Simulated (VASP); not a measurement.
The system is B.

```
B
1.0
     2.10059    0.00000    0.00000
    -1.05030    1.81917    0.00000
     0.00000    0.00000    6.86053
B
4
Direct
  0.00000 0.00000 0.00000
  0.00000 0.00000 0.50000
  0.33333 0.66667 0.25000
  0.66667 0.33333 0.75000
```

```yaml
Program: VASP 6.6.1
Task: relaxation of cell and atoms
Functional: r2SCAN
Potentials_or_basis: VASP PAW PBE potentials, release 64 (B)
Cutoff: 600 eV
k_mesh: 17 × 17 × 5
Occupations: fermi-dirac, width 0.1 eV
Spin: no spin polarisation
```

At the start: pressure -24.7 GPa; volume 6.55 Å³/atom.

**Question.** Where does the relaxation end?

**Answer.** Over 25 steps the energy falls by 760.9 meV/atom and the volume is 7.84 Å³/atom (+19.6 %); space group P6_3/mmc (No. 194, to 0.05 Å).

The path:
```csv
step,energy change (eV),largest force (eV/Å),pressure (GPa),volume (Å³)
1,0.0000,0.0000,-24.66,26.22
2,-0.2256,0.0000,11.23,22.57
3,-0.2501,0.0000,1.04,23.35
4,-0.2755,0.0000,1.55,23.34
5,-0.3815,0.0000,3.41,23.28
6,-0.6414,0.0000,13.28,23.00
7,-0.6652,0.0000,58.32,21.93
8,-0.7826,0.0000,40.38,22.32
9,-0.7340,0.0000,50.23,22.11
10,-0.7530,0.0000,47.51,22.16
11,-0.7742,0.0000,43.79,22.24
12,-0.8665,0.0000,37.56,22.61
13,-1.0699,0.0000,21.07,23.71
14,-1.1882,0.0000,-4.15,26.04
15,-1.1922,0.0000,-1.06,25.69
16,-1.2238,0.0000,-0.98,25.81
17,-1.3202,0.0000,-0.88,26.16
18,-1.5240,0.0000,-0.24,26.81
19,-2.2373,0.0000,0.16,27.93
20,-2.8985,0.0000,20.08,29.49
21,-2.9654,0.0000,13.43,29.22
22,-3.0326,0.0000,5.13,30.86
23,-3.0350,0.0000,3.28,31.27
24,-3.0437,0.0000,0.24,31.34
25,-3.0438,0.0000,0.09,31.35
```

Final structure:
```
B
1.0
     1.70842    0.00000    0.00000
    -0.85421    1.47954    0.00000
     0.00000    0.00000   12.40124
B
4
Direct
  0.00000 0.00000 0.00000
  0.00000 0.00000 0.50000
  0.33333 0.66667 0.25000
  0.66667 0.33333 0.75000
```

Caveat: the volume moved by over 15 % at a fixed basis, so the end points are rough; the PAW data sets were made with another functional, which shifts forces and pressure a little.
